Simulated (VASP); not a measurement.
A run of VASP 6.6.1 is set up as follows.

INCAR

```
SYSTEM = Ta2H
PREC     = Accurate       ! precision mode
ENCUT    = 520            ! plane-wave cutoff, eV
EDIFF    = 1E-6           ! SCF threshold, eV
ISMEAR   = 0              ! smearing method
SIGMA    = 0.1            ! smearing width, eV
LREAL    = .False.        ! projectors in reciprocal space
LASPH    = .True.         ! aspherical terms in the spheres
NELM     = 60             ! most SCF steps
ALGO     = Normal         ! electronic algorithm
ISIF     = 2              ! what is computed and relaxed
LWAVE    = .False.        ! write WAVECAR
LCHARG   = .False.        ! write CHGCAR
GGA      = PS             ! functional
NBANDS   = 18             ! bands
```

KPOINTS

```
regular mesh
0
Gamma
  8 8 8
  0 0 0
```

File POSCAR:

```
Ta2H
1.0
    3.3724360000      0.0000000000      0.0000000000
    0.0000000000      3.3724360000      0.0000000000
    0.0000000000      0.0000000000      3.4101120000
Ta H
2 1
Direct
    0.5000000000      0.0000000000      0.7413230000
    0.0000000000      0.5000000000      0.2586770000
    0.0000000000      0.0000000000      0.0000000000
```

Potentials or basis: VASP PAW PBE potentials, release 64 (Ta_pv, H).

Launch:

```console
$ cat potpaw_PBE.64/Ta_pv/POTCAR potpaw_PBE.64/H/POTCAR > POTCAR
$ mpirun -np 1 vasp_std > vasp.out
```

**Question.** Estimate the pressure.

**Answer.** -4.3 GPa.

**Question.** What does it give for the largest force?

**Answer.** 0.080 eV/Å.

Stress tensor (GPa, compression positive):
```
-4.01  0.00  0.00
 0.00 -4.01  0.00
 0.00  0.00 -4.97
```

Caveat: the PAW data sets were made with another functional, which shifts forces and pressure a little.
